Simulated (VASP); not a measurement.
Input of a VASP 6.6.1 run:

File INCAR:

```
SYSTEM = Mo
ALGO = Fast
EDIFF = 1E-7
ENCUT = 520
GGA = PE
ISIF = 2
ISMEAR = 0
LASPH = .True.
LCHARG = .True.
LELF = .True.
LREAL = .False.
LVHAR = .True.
LWAVE = .False.
NBANDS = 13
NELM = 100
PREC = Accurate
SIGMA = 0.15
```

KPOINTS

```
k-points
0
Gamma
  22 22 22
  0 0 0
```

File POSCAR:

```
Mo
1.0
   -0.8912977978      1.5541872885      1.5541872885
    1.5541872885     -0.8912977978      1.5541872885
    1.5541872885      1.5541872885     -0.8912977978
Mo
1
Direct
    0.0000000000      0.0000000000      0.0000000000
```

Potentials or basis: VASP PAW PBE potentials, release 64 (Mo_sv).

Command:

```sh
$ cat potpaw_PBE.64/Mo_sv/POTCAR > POTCAR
$ mpirun -np 1 vasp_std > vasp.out
```

Predict the pressure.

96.1 GPa.

What does it give for the band gap on the k mesh?

Zero (band 7 reaches 17.21 eV, above the bottom of band 8 at 14.02 eV).

Stress tensor (GPa, compression positive):
```
 96.12 -12.52 -12.52
-12.52  96.12 -12.52
-12.52 -12.52  96.12
```
